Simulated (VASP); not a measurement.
Wanted: the native input for a VASP 6.6.1 run.

| Property | Result |
| --- | --- |
| Task | single point |
| Functional | PBE |
| Potentials or basis | VASP PAW PBE potentials, release 64 (Mo_sv, S) |
| Cutoff | 520 eV |
| k mesh | 4 × 4 × 4 |
| Occupations | gaussian, width 0.01 eV |
| Spin | no spin polarisation |
| Dipole correction | no |
| Further INCAR settings | ALGO = Normal; EDIFF = 1e-06; NBANDS = 20 |

The structure of MoS2 lies in POSCAR:

```
MoS2
1.0
    1.5328020009      0.8849636478      5.9801828926
   -1.5328020009      0.8849636478      5.9801828926
    0.0000000000     -1.7699272957      5.9801828926
Mo S
1 2
Direct
   -0.0000146006     -0.0000146006     -0.0000146006
    0.4170015125      0.4170015125      0.4170015125
    0.2496797548      0.2496797548      0.2496797548
```

This cell differs from its parent crystal: volume changed by -10%.

These files were run (other wordings do the same):

INCAR

```
SYSTEM = MoS2
PREC = Accurate ; ENCUT = 520
EDIFF = 1E-6 ; ISMEAR = 0
SIGMA = 0.01 ; LREAL = .FALSE.
LASPH = .TRUE. ; NELM = 80
ALGO = Normal ; ISIF = 2
LWAVE = .FALSE. ; LCHARG = .FALSE.
GGA = PE ; NBANDS = 20
```

KPOINTS

```
Automatic mesh
0
G
  4 4 4
  0 0 0
```

Potentials or basis: VASP PAW PBE potentials, release 64 (Mo_sv, S).

Launch:

```console
$ cat potpaw_PBE.64/Mo_sv/POTCAR potpaw_PBE.64/S/POTCAR > POTCAR
$ mpirun -np 1 vasp_std > vasp.out
```

Results of the run:

- Pressure: 21.7 GPa
- Largest force: 2.022 eV/Å
- Band gap on the k mesh: 1.22 eV, indirect (least direct gap 2.26 eV)

Caveat: the k points lie up to 0.60 Å⁻¹ apart; forces of over 1 eV/Å act on the atoms, so gaps and moduli don't describe the material at rest.

Wall time 35 s on 1 thread of Intel(R) Xeon(R) Platinum 8259CL CPU @ 2.50GHz (Skylake/Cascade Lake), with other jobs on the host, peak memory 0.3 GiB.
